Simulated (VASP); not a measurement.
# VBiO4 (I4_1/amd) in VASP: single point with PBEsol

Aim: the single point of VBiO4 with PBEsol.

Everything below comes from runs of VASP 6.6.1. Logs are shortened: lines on timing, memory, paths and dates and some standing lists are left out, and cuts for length are marked.

### Step 1. The cell of the first run

It takes space group I4_1/amd (No. 141, tetragonal). The conventional cell has a = 7.303 Å, b = 7.303 Å, c = 6.584 Å, α = 90.00°, β = 90.00°, γ = 90.00°. Within 3.3 Å of Bi (site symmetry -4m2) lie 8 O at 2.41 to 2.55 Å and 2 V at 3.29 Å. Within 2.3 Å of V (site symmetry -4m2) lie 4 O at 1.70 Å. Within 2.3 Å of O (site symmetry m) lie 1 V at 1.70 Å.

### Step 2. Single point, PBEsol

Input file INCAR:

```
SYSTEM = VBiO4
  PREC = Accurate
  ENCUT = 520
  EDIFF = 1E-6
  ISMEAR = -1
  SIGMA = 0.05
  LREAL = .FALSE.
  LASPH = .TRUE.
  NELM = 80
  ALGO = Normal
  ISIF = 2
  LWAVE = .FALSE.
  LCHARG = .FALSE.
  GGA = PS
  NBANDS = 64
```

Input file KPOINTS:

```
regular mesh
0
G
  6 6 6
  0 0 0
```

Input file POSCAR:

```
VBiO4
1.0
   -3.6515000000      3.6515000000      3.2920000000
    3.6515000000     -3.6515000000      3.2920000000
    3.6515000000      3.6515000000     -3.2920000000
Bi V O
2 2 8
Direct
    0.0000000000      0.0000000000      0.0000000000
    0.7500000000      0.2500000000      0.5000000000
    0.2500000000      0.7500000000      0.5000000000
    0.5000000000      0.5000000000      0.0000000000
    0.6670000000      0.4890000000      0.8220000000
    0.2390000000      0.9170000000      0.3220000000
    0.6670000000      0.8450000000      0.1780000000
    0.5950000000      0.9170000000      0.6780000000
    0.0830000000      0.4050000000      0.3220000000
    0.5110000000      0.3330000000      0.1780000000
    0.0830000000      0.7610000000      0.6780000000
    0.1550000000      0.3330000000      0.8220000000
```

Potentials or basis: VASP PAW PBE potentials, release 64 (Bi_d, V_sv, O).

The run is started by

```console
cat potpaw_PBE.64/Bi_d/POTCAR potpaw_PBE.64/V_sv/POTCAR potpaw_PBE.64/O/POTCAR > POTCAR
mpirun -np 1 vasp_std > vasp.out
```

OUTCAR:

```text
SYSTEM = VBiO4
   PREC = Accurate
   ENCUT = 520
   EDIFF = 1E-6
   ISMEAR = -1
   LREAL = .FALSE.
   LASPH = .TRUE.
   NELM = 80
   ISIF = 2
   GGA = PS

 ion  position               nearest neighbor table
   1  0.000  0.000  0.000-   6 2.41  11 2.41   9 2.41   8 2.41   7 2.55  12 2.55  10 2.55   5 2.55
                             4 3.29   4 3.29
   2  0.750  0.250  0.500-   5 2.41  10 2.41   7 2.41  12 2.41   8 2.55   9 2.55  11 2.55   6 2.55
                             3 3.29   3 3.29
   3  0.250  0.750  0.500-   8 1.70   9 1.70   6 1.70  11 1.70   2 3.29   2 3.29
   4  0.500  0.500  0.000-   7 1.70  12 1.70  10 1.70   5 1.70   1 3.29   1 3.29
   5  0.667  0.489  0.822-   4 1.70   2 2.41   1 2.55
   6  0.239  0.917  0.322-   3 1.70   1 2.41   2 2.55
   7  0.667  0.845  0.178-   4 1.70   2 2.41   1 2.55
   8  0.595  0.917  0.678-   3 1.70   1 2.41   2 2.55
   9  0.083  0.405  0.322-   3 1.70   1 2.41   2 2.55
  10  0.511  0.333  0.178-   4 1.70   2 2.41   1 2.55
  11  0.083  0.761  0.678-   3 1.70   1 2.41   2 2.55
  12  0.155  0.333  0.822-   4 1.70   2 2.41   1 2.55

  LATTYP: Found a body centered tetragonal cell.
 ALAT       =     7.3030000000
 C/A-ratio  =     0.9015473093

  Lattice vectors:

 A1 = (  -3.6515000000,   3.6515000000,   3.2920000000)
 A2 = (   3.6515000000,  -3.6515000000,   3.2920000000)
 A3 = (   3.6515000000,   3.6515000000,  -3.2920000000)

Analysis of symmetry for initial positions (statically):
=====================================================================
 Subroutine PRICEL returns:
 Original cell was already a primitive cell.

 Routine SETGRP: Setting up the symmetry group for a
 body centered tetragonal supercell.

 Subroutine GETGRP returns: Found 16 space group operations
 (whereof  8 operations were pure point group operations)
 out of a pool of 16 trial point group operations.

The static configuration has the point symmetry D_2d.
 The point group associated with its full space group is D_4h.

Analysis of symmetry for dynamics (positions and initial velocities):
=====================================================================
 Subroutine PRICEL returns:
 Original cell was already a primitive cell.

 Routine SETGRP: Setting up the symmetry group for a
 body centered tetragonal supercell.

 Subroutine GETGRP returns: Found 16 space group operations
 (whereof  8 operations were pure point group operations)
 out of a pool of 16 trial point group operations.

The dynamic configuration has the point symmetry D_2d.
 The point group associated with its full space group is D_4h.

 Subroutine INISYM returns: Found 16 space group operations
 (whereof  8 operations are pure point group operations),
 and found     1 'primitive' translations

----------------------------------------------------------------------------------------

                                     Primitive cell

  volume of cell :     175.5749

  direct lattice vectors                    reciprocal lattice vectors
    -3.651500000  3.651500000  3.292000000     0.000000000  0.136930029  0.151883354
     3.651500000 -3.651500000  3.292000000     0.136930029  0.000000000  0.151883354
     3.651500000  3.651500000 -3.292000000     0.136930029  0.136930029  0.000000000

  length of vectors
     6.124064704  6.124064704  6.124064704     0.204495442  0.204495442  0.193648304

  position of ions in fractional coordinates (direct lattice)
     0.000000000  0.000000000  0.000000000
     0.750000000  0.250000000  0.500000000
     0.250000000  0.750000000  0.500000000
     0.500000000  0.500000000  0.000000000
     0.667000000  0.489000000  0.822000000
     0.239000000  0.917000000  0.322000000
     0.667000000  0.845000000  0.178000000
     0.595000000  0.917000000  0.678000000
     0.083000000  0.405000000  0.322000000
     0.511000000  0.333000000  0.178000000
     0.083000000  0.761000000  0.678000000
     0.155000000  0.333000000  0.822000000

  ion indices of the primitive-cell ions
   primitive index   ion index
                 1           1
                 2           2
                 3           3
                 4           4
                 5           5
                 6           6
                 7           7
                 8           8
                 9           9
                10          10
                11          11
                12          12

----------------------------------------------------------------------------------------

 KPOINTS: regular mesh

Automatic generation of k-mesh.
 Grid dimensions read from file:
 generate k-points for:    6    6    6

 Generating k-lattice:

  Cartesian coordinates                     Fractional coordinates (reciprocal lattice)
     0.000000000  0.022821671  0.025313892     0.166666667  0.000000000  0.000000000
     0.022821671  0.000000000  0.025313892     0.000000000  0.166666667  0.000000000
     0.022821671  0.022821671  0.000000000     0.000000000  0.000000000  0.166666667

  Length of vectors
     0.034082574  0.034082574  0.032274717

  Shift w.r.t. Gamma in fractional coordinates (k-lattice)
     0.000000000  0.000000000  0.000000000

 Subroutine IBZKPT returns following result:
 ===========================================

 Found     30 irreducible k-points:

 Following reciprocal coordinates:
            Coordinates               Weight
  0.000000  0.000000  0.000000      1.000000
  0.166667 -0.000000  0.000000      8.000000
  0.333333  0.000000  0.000000      8.000000
  0.500000  0.000000 -0.000000      4.000000
  0.166667  0.166667  0.000000      8.000000
  0.333333  0.166667  0.000000     16.000000
[... 16 lines left out ...]
 -0.333333 -0.333333  0.166667      8.000000
 -0.166667 -0.333333  0.166667      8.000000
 [... further k-points ...]
   k-points           NKPTS =     30   k-points in BZ     NKDIM =     30   number of bands    NBANDS=     64
   number of dos      NEDOS =    301   number of ions     NIONS =     12
   total plane-waves  NPLWV = 110592
   dimension x,y,z NGX =    48 NGY =   48 NGZ =   48
   dimension x,y,z NGXF=    96 NGYF=   96 NGZF=   96
   ions per type =               2   2   8
   NGX,Y,Z   is equivalent  to a cutoff of  13.03, 13.03, 13.03 a.u.
   NGXF,Y,Z  is equivalent  to a cutoff of  26.06, 26.06, 26.06 a.u.
 SYSTEM =  VBiO4
   PREC   = accura    normal or accurate (medium, high low for compatibility)
   ISTART =      0    job   : 0-new  1-cont  2-samecut
   ICHARG =      2    charge: 1-file 2-atom 10-const
   ISPIN  =      1    spin polarized calculation?
   LNONCOLLINEAR =      F non collinear calculations
   LSORBIT =      F    spin-orbit coupling
   LASPH  =      T    aspherical Exc in radial PAW
   ENCUT  =  520.0 eV  38.22 Ry    6.18 a.u.  11.39 11.39 11.39*2*pi/ulx,y,z
   NELM   =     80;   NELMIN=  2; NELMDL= -5     # of ELM steps
   EDIFF  = 0.1E-05   stopping-criterion for ELM
   LREAL  =      F    real-space projection
   EDIFFG = 0.1E-04   stopping-criterion for IOM
   NSW    =      0    number of steps for IOM
   IBRION =     -1    ionic relax: 0-MD 1-quasi-New 2-CG
   NFREE  =      0    steps in history (QN), initial steepest desc. (CG)
   ISIF   =      2    stress and relaxation
   ISYM   =      2    0-nonsym 1-usesym 2-fastsym
   POTIM  = 0.5000    time-step for ionic-motion
   TEBEG  =    0.0;   TEEND  =   0.0 temperature during run
   PSTRESS=    0.0 pullay stress
   NELECT =     104.0000    total number of electrons
   NUPDOWN=      -1.0000    fix difference up-down
   EMIN   =  10.00;   EMAX   =-10.00  energy-range for DOS
   EFERMI =   0.00;   METHOD = LEGACY
   ISMEAR =    -1;   SIGMA  =   0.05  broadening in eV -4-tet -1-fermi 0-gaus
   EFERMI_NEDOS =   21; number of points for ismear=-14 and -15
   IALGO  =     38    algorithm
   IMIX   =      4    mixing-type and parameters
     AMIX     =   0.40;   BMIX     =  1.00
     AMIX_MAG =   1.60;   BMIX_MAG =  1.00
  volume/ion in A,a.u.               =      14.63        98.74
  Fermi-wavevector in a.u.,A,eV,Ry     =   1.374881  2.598149 25.719065  1.890298
  Thomas-Fermi vector in A             =   2.500267
   LORBIT       =      0    0 simple, 1 ext, 2 COOP (PROOUT), +10 PAW based schemes
   GGA     = PS    functional components
   LHFCALC =     F    Hartree Fock is set to
   AEXX    =    0.0000 exact exchange contribution
   IVDW    =     0    specifies the selected vdW correction
   LEPSILON=     F    determine dielectric tensor
   LRPA    =     F    only Hartree local field effects (RPA)
 non-spin polarized calculation
  energy-cutoff  :      520.00
  volume of cell :      175.57
 maximum number of plane-waves:      4751
 NGX is ok and might be reduce to    48
   NGX = 23   NGY = 23   NGZ = 23

 number of electron     104.0000036 magnetization

 Free energy of the ion-electron system (eV)
  ---------------------------------------------------
  ext. energy  EPLUGINS =         0.00000000
  ---------------------------------------------------
  free energy    TOTEN  =       -93.39833371 eV

  energy without entropy =      -93.39833371  energy(sigma->0) =      -93.39833371

 E-fermi :   3.9482     XC(G=0): -10.2349

 val. band max:        2.6617021824   @ k =  -0.3333  -0.3333   0.3333
 cond. band min:       5.4265395472   @ k =  -0.3333  -0.3333   0.3333
 fundamental gap:      2.7648373648
 Fermi energy:         3.9482152557

 k-point     1 :       0.0000    0.0000    0.0000
  band No.  band energies     occupation
      1     -60.7115      2.00000
      2     -60.7112      2.00000
      3     -34.9375      2.00000
      4     -34.9374      2.00000
      5     -34.7614      2.00000
      6     -34.7614      2.00000
[... 56 lines left out ...]
     63       7.9006      0.00000
     64       8.9604      0.00000

 k-point     2 :       0.1667   -0.0000    0.0000
  band No.  band energies     occupation
      1     -60.7115      2.00000
      2     -60.7112      2.00000
      3     -34.9375      2.00000
      4     -34.9375      2.00000
      5     -34.7615      2.00000
      6     -34.7612      2.00000
[... 1530 lines left out ...]
     63       7.7773      0.00000
     64       9.5250      0.00000

 [... further k-points ...]

------------------------ aborting loop because EDIFF is reached ----------------------------------------

  FORCE on cell =-STRESS in cart. coord.  units (eV):
  Direction    XX          YY          ZZ          XY          YZ          ZX
  --------------------------------------------------------------------------------------
  -------------------------------------------------------------------------------------
  Total        0.2516932      0.2516932     -4.2877499      0.0000000      0.0000000      0.0000000
  in kB        2.2967810      2.2967810    -39.1270950      0.0000000      0.0000000      0.0000000
  external PRESSURE =     -11.5111776 kB  Pullay stress =       0.0000000 kB

 VOLUME and BASIS-vectors are now :
 -----------------------------------------------------------------------------
  energy-cutoff  :      520.00
  volume of cell :      175.57
      direct lattice vectors                 reciprocal lattice vectors
    -3.651500000  3.651500000  3.292000000     0.000000000  0.136930029  0.151883354
     3.651500000 -3.651500000  3.292000000     0.136930029  0.000000000  0.151883354
     3.651500000  3.651500000 -3.292000000     0.136930029  0.136930029  0.000000000

 POSITION                                       TOTAL-FORCE (eV/Angst)
 -----------------------------------------------------------------------------------
      0.00000      0.00000      0.00000        -0.000000      0.000000      0.000000
      0.00000      3.65150      1.64600        -0.000000      0.000000     -0.000000
      3.65150      0.00000      1.64600        -0.000000      0.000000      0.000000
      0.00000      0.00000      3.29200        -0.000000      0.000000     -0.000000
      2.35157      3.65150      1.09953        -0.833781      0.000000      0.551634
      3.65150     -1.29993      2.74553        -0.000000     -0.833781      0.551634
      1.29993      0.00000      4.39153         0.833781     -0.000000      0.551634
      3.65150      1.29993      2.74553        -0.000000      0.833781      0.551634
      2.35157      0.00000      0.54647        -0.833781      0.000000     -0.551634
     -0.00000      1.29993      2.19247        -0.000000      0.833781     -0.551634
      4.95143     -0.00000      0.54647         0.833781      0.000000     -0.551634
      3.65150      2.35157     -1.09953        -0.000000     -0.833781     -0.551634
 -----------------------------------------------------------------------------------
    total drift:                                0.000000     -0.000000      0.000000

  FREE ENERGIE OF THE ION-ELECTRON SYSTEM (eV)
  ---------------------------------------------------
  free  energy   TOTEN  =       -93.3983337147 eV

  energy  without entropy=      -93.3983337147  energy(sigma->0) =      -93.39833371
```

It took 6.4 min on 1 thread of AMD EPYC 7R13 (Zen 3), shared host; peak memory 0.46 GiB.

Results:

| Item | Value |
| --- | --- |
| Free energy | -93.3983 eV |
| Pressure | -1.2 GPa |
| Largest force | 1.000 eV/Å |
| Band gap on the k mesh | 2.76 eV |

Forces in eV/Å, atoms in the order of the input:
```
Bi   0.000  0.000  0.000
Bi   0.000  0.000  0.000
V    0.000  0.000  0.000
V    0.000  0.000  0.000
O   -0.834  0.000  0.552
O    0.000 -0.834  0.552
O    0.834  0.000  0.552
O    0.000  0.834  0.552
O   -0.834  0.000 -0.552
O    0.000  0.834 -0.552
O    0.834  0.000 -0.552
O    0.000 -0.834 -0.552
```

Caveat: the PAW data sets were made with another functional, which shifts forces and pressure a little; spin-orbit coupling is left out, which moves the levels of the heavy elements. As with any semilocal functional, this PBEsol gap is likely too small.
